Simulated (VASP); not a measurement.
# V (P6/mmm) in VASP: a series of runs, part 2 of 2

VASP 6.6.1. The steps go on from the part before.

### 3 Single point, PBE (14.20 Å³/atom)

This run uses another cell than the first one, of 14.20 Å³/atom.

The input, POSCAR:

```
V
1.0
    2.5997421748      0.0000000000      0.0000000000
   -1.2998710874      2.2514427666      0.0000000000
    0.0000000000      0.0000000000      2.4259631408
V
1
Direct
    0.0000000000      0.0000000000      0.0000000000
```

The input, INCAR.step1:

```
SYSTEM = V
PREC = Accurate ; ENCUT = 520
EDIFF = 1E-6 ; ISMEAR = -1
SIGMA = 0.05 ; LREAL = .False.
LASPH = .True. ; NELM = 100
ALGO = Normal ; ISIF = 2
LWAVE = .False. ; LCHARG = .True.
LMAXMIX = 4 ; GGA = PE
NBANDS = 12
```

The input, KPOINTS.step1:

```
Automatic mesh
0
Gamma
  17 17 15
  0 0 0
```

The input, INCAR.step2:

```
SYSTEM = V
PREC = Accurate ; ENCUT = 520
EDIFF = 1E-6 ; ISMEAR = -5
SIGMA = 0.05 ; LREAL = .False.
LASPH = .True. ; NELM = 100
ALGO = Normal ; ISIF = 2
LWAVE = .False. ; LCHARG = .False.
LMAXMIX = 4 ; GGA = PE
LORBIT = 10 ; NEDOS = 2001
ICHARG = 11
```

The input, KPOINTS.step2:

```
Automatic mesh
0
Gamma
  26 26 23
  0 0 0
```

Potentials or basis: VASP PAW PBE potentials, release 64 (V_sv).

Launch:

```sh
$ cat potpaw_PBE.64/V_sv/POTCAR > POTCAR
$ cp INCAR.step1 INCAR
$ cp KPOINTS.step1 KPOINTS
$ mpirun -np 1 vasp_std > vasp.out
$ cp INCAR.step2 INCAR
$ cp KPOINTS.step2 KPOINTS
$ mpirun -np 1 vasp_std > vasp.out
```

OUTCAR:

```text
SYSTEM = V
   PREC = Accurate
   ENCUT = 520
   EDIFF = 1E-6
   ISMEAR = -5
   LREAL = .False.
   LASPH = .True.
   NELM = 100
   ISIF = 2
   GGA = PE
   LORBIT = 10
   ICHARG = 11

 ion  position               nearest neighbor table
   1  0.000  0.000  0.000-

  LATTYP: Found a hexagonal cell.
 ALAT       =     2.5997421748
 C/A-ratio  =     0.9331552814

  Lattice vectors:

 A1 = (   2.5997421748,   0.0000000000,   0.0000000000)
 A2 = (  -1.2998710874,   2.2514427666,   0.0000000000)
 A3 = (   0.0000000000,   0.0000000000,   2.4259631408)

Analysis of symmetry for initial positions (statically):
=====================================================================
 Subroutine PRICEL returns:
 Original cell was already a primitive cell.

 Routine SETGRP: Setting up the symmetry group for a
 hexagonal supercell.

 Subroutine GETGRP returns: Found 24 space group operations
 (whereof 24 operations were pure point group operations)
 out of a pool of 24 trial point group operations.

The static configuration has the point symmetry D_6h.

Analysis of symmetry for dynamics (positions and initial velocities):
=====================================================================
 Subroutine PRICEL returns:
 Original cell was already a primitive cell.

 Routine SETGRP: Setting up the symmetry group for a
 hexagonal supercell.

 Subroutine GETGRP returns: Found 24 space group operations
 (whereof 24 operations were pure point group operations)
 out of a pool of 24 trial point group operations.

The dynamic configuration has the point symmetry D_6h.

 Subroutine INISYM returns: Found 24 space group operations
 (whereof 24 operations are pure point group operations),
 and found     1 'primitive' translations

----------------------------------------------------------------------------------------

                                     Primitive cell

  volume of cell :      14.1996

  direct lattice vectors                    reciprocal lattice vectors
     2.599742175  0.000000000  0.000000000     0.384653528  0.222079818  0.000000000
    -1.299871087  2.251442767  0.000000000     0.000000000  0.444159636  0.000000000
     0.000000000  0.000000000  2.425963141     0.000000000  0.000000000  0.412207417

  length of vectors
     2.599742175  2.599742175  2.425963141     0.444159636  0.444159636  0.412207417

  position of ions in fractional coordinates (direct lattice)
     0.000000000  0.000000000  0.000000000

  ion indices of the primitive-cell ions
   primitive index   ion index
                 1           1

----------------------------------------------------------------------------------------

 KPOINTS: Automatic mesh

Automatic generation of k-mesh.
 Grid dimensions read from file:
 generate k-points for:   26   26   23

 Generating k-lattice:

  Cartesian coordinates                     Fractional coordinates (reciprocal lattice)
     0.014794366  0.008541531  0.000000000     0.038461538  0.000000000  0.000000000
     0.000000000  0.017083063  0.000000000     0.000000000  0.038461538  0.000000000
     0.000000000  0.000000000  0.017922062     0.000000000  0.000000000  0.043478261

  Length of vectors
     0.017083063  0.017083063  0.017922062

  Shift w.r.t. Gamma in fractional coordinates (k-lattice)
     0.000000000  0.000000000  0.000000000

 TETIRR: Found  15509 inequivalent tetrahedra from    93288

 Subroutine IBZKPT returns following result:
 ===========================================

 Found    840 irreducible k-points:

 Following reciprocal coordinates:
            Coordinates               Weight
  0.000000  0.000000  0.000000      1.000000
  0.038462 -0.000000  0.000000      6.000000
  0.076923 -0.000000  0.000000      6.000000
  0.115385  0.000000  0.000000      6.000000
  0.153846  0.000000  0.000000      6.000000
  0.192308 -0.000000  0.000000      6.000000
[... 16 lines left out ...]
  0.346154  0.038462  0.000000     12.000000
  0.384615  0.038462  0.000000     12.000000
 [... further k-points ...]
   k-points           NKPTS =    840   k-points in BZ     NKDIM =    840   number of bands    NBANDS=     10
   number of dos      NEDOS =   2001   number of ions     NIONS =      1
   total plane-waves  NPLWV =   7200
   dimension x,y,z NGX =    20 NGY =   20 NGZ =   18
   dimension x,y,z NGXF=    40 NGYF=   40 NGZF=   36
   ions per type =               1
   NGX,Y,Z   is equivalent  to a cutoff of  12.79, 12.79, 12.34 a.u.
   NGXF,Y,Z  is equivalent  to a cutoff of  25.58, 25.58, 24.67 a.u.
 SYSTEM =  V
   PREC   = accura    normal or accurate (medium, high low for compatibility)
   ISTART =      0    job   : 0-new  1-cont  2-samecut
   ICHARG =     11    charge: 1-file 2-atom 10-const
   ISPIN  =      1    spin polarized calculation?
   LNONCOLLINEAR =      F non collinear calculations
   LSORBIT =      F    spin-orbit coupling
   LASPH  =      T    aspherical Exc in radial PAW
   ENCUT  =  520.0 eV  38.22 Ry    6.18 a.u.   4.83  4.83  4.51*2*pi/ulx,y,z
   NELM   =    100;   NELMIN=  2; NELMDL=  0     # of ELM steps
   EDIFF  = 0.1E-05   stopping-criterion for ELM
   LREAL  =      F    real-space projection
   EDIFFG = 0.1E-04   stopping-criterion for IOM
   NSW    =      0    number of steps for IOM
   IBRION =     -1    ionic relax: 0-MD 1-quasi-New 2-CG
   NFREE  =      0    steps in history (QN), initial steepest desc. (CG)
   ISIF   =      2    stress and relaxation
   ISYM   =      2    0-nonsym 1-usesym 2-fastsym
   POTIM  = 0.5000    time-step for ionic-motion
   TEBEG  =    0.0;   TEEND  =   0.0 temperature during run
   PSTRESS=    0.0 pullay stress
   NELECT =      13.0000    total number of electrons
   NUPDOWN=      -1.0000    fix difference up-down
   EMIN   =  10.00;   EMAX   =-10.00  energy-range for DOS
   EFERMI =   0.00;   METHOD = LEGACY
   ISMEAR =    -5;   SIGMA  =   0.05  broadening in eV -4-tet -1-fermi 0-gaus
   EFERMI_NEDOS =   21; number of points for ismear=-14 and -15
   IALGO  =     38    algorithm
   IMIX   =      4    mixing-type and parameters
     AMIX     =   0.40;   BMIX     =  1.00
     AMIX_MAG =   1.60;   BMIX_MAG =  1.00
  volume/ion in A,a.u.               =      14.20        95.82
  Fermi-wavevector in a.u.,A,eV,Ry     =   1.589635  3.003975 34.381109  2.526940
  Thomas-Fermi vector in A             =   2.688454
   LORBIT       =     10    0 simple, 1 ext, 2 COOP (PROOUT), +10 PAW based schemes
   GGA     = PE    functional components
   LHFCALC =     F    Hartree Fock is set to
   AEXX    =    0.0000 exact exchange contribution
   IVDW    =     0    specifies the selected vdW correction
   LEPSILON=     F    determine dielectric tensor
   LRPA    =     F    only Hartree local field effects (RPA)
 non-spin polarized calculation
 Fermi weights with tetrahedron method with Bloechl corrections
  energy-cutoff  :      520.00
  volume of cell :       14.20
 maximum number of plane-waves:       399
 NGX is ok and might be reduce to    20

 number of electron      12.9999987 magnetization

 Free energy of the ion-electron system (eV)
  ---------------------------------------------------
  ext. energy  EPLUGINS =         0.00000000
  ---------------------------------------------------
  free energy    TOTEN  =        -8.51698703 eV

  energy without entropy =       -8.51698703  energy(sigma->0) =       -8.51698703

 E-fermi :   9.4186     XC(G=0): -12.5620

 val. band max:        9.4492972320   @ k =   0.4231   0.0769   0.0435
 cond. band min:       9.3954388887   @ k =   0.1923   0.1538   0.4348
 fundamental gap:     -0.0538583432
 Fermi energy:         9.4185699859

 k-point     1 :       0.0000    0.0000    0.0000
  band No.  band energies     occupation
      1     -54.7115      2.00000
      2     -28.0084      2.00000
      3     -28.0084      2.00000
      4     -27.9604      2.00000
      5       2.7151      2.00000
      6       7.0318      2.00000
      7       9.6028      0.00000
      8       9.6029      0.00000
      9      12.7139      0.00000
     10      12.7139      0.00000
[... 287 lines left out ...]
 k-point    24 :       0.3846    0.0385    0.0000
  band No.  band energies     occupation
      1     -54.5562      2.00000
      2     -28.8200      2.00000
      3     -28.2011      2.00000
      4     -27.8721      2.00000
      5       6.0405      2.00000
      6       7.6604      2.00000
      7       9.4206      1.37948
      8      11.0584      0.00000
      9      12.3684      0.00000
     10      12.5605      0.00000

 [... further k-points ...]

------------------------ aborting loop because EDIFF is reached ----------------------------------------

  FORCE on cell =-STRESS in cart. coord.  units (eV):
  Direction    XX          YY          ZZ          XY          YZ          ZX
  --------------------------------------------------------------------------------------
  -------------------------------------------------------------------------------------
  Total        0.0000343      0.0000343     -0.0359338      0.0000000     -0.0000000      0.0000000
  in kB        0.0038743      0.0038743     -4.0545054      0.0000000     -0.0000000      0.0000000
  external PRESSURE =      -1.3489189 kB  Pullay stress =       0.0000000 kB

 VOLUME and BASIS-vectors are now :
 -----------------------------------------------------------------------------
  energy-cutoff  :      520.00
  volume of cell :       14.20
      direct lattice vectors                 reciprocal lattice vectors
     2.599742175  0.000000000  0.000000000     0.384653528  0.222079818  0.000000000
    -1.299871087  2.251442767  0.000000000     0.000000000  0.444159636  0.000000000
     0.000000000  0.000000000  2.425963141     0.000000000  0.000000000  0.412207417

 POSITION                                       TOTAL-FORCE (eV/Angst)
 -----------------------------------------------------------------------------------
      0.00000      0.00000      0.00000        -0.000000      0.000000      0.000000
 -----------------------------------------------------------------------------------
    total drift:                               -0.000000     -0.000000      0.000000

  FREE ENERGIE OF THE ION-ELECTRON SYSTEM (eV)
  ---------------------------------------------------
  free  energy   TOTEN  =        -8.5169870326 eV

  energy  without entropy=       -8.5169870326  energy(sigma->0) =       -8.51698703

 total charge

# of ion       s       p       d       tot
------------------------------------------
    1        2.341   6.197   3.132  11.670
```

Run time: 83 s. Hardware: 1 thread of AMD EPYC 7R13 (Zen 3), shared host; peak memory 0.21 GiB.

Results:

* Valence electrons inside the program's atomic spheres: V 11.67

Levels at points of the mesh, in eV from the Fermi level:
| k point | band 3 | band 4 | band 5 | band 6 | band 7 | band 8 | band 9 | band 10 |
| --- | --- | --- | --- | --- | --- | --- | --- | --- |
| (0.00, 0.00, 0.00) | -37.43 | -37.38 | -6.70 | -2.39 | 0.18 | 0.18 | 3.30 | 3.30 |
| (0.50, 0.00, 0.00) | -37.63 | -37.28 | -3.35 | -1.58 | 0.56 | 1.50 | 2.94 | 3.44 |

Caveat: tetrahedron occupations give inexact forces and stress in metals.
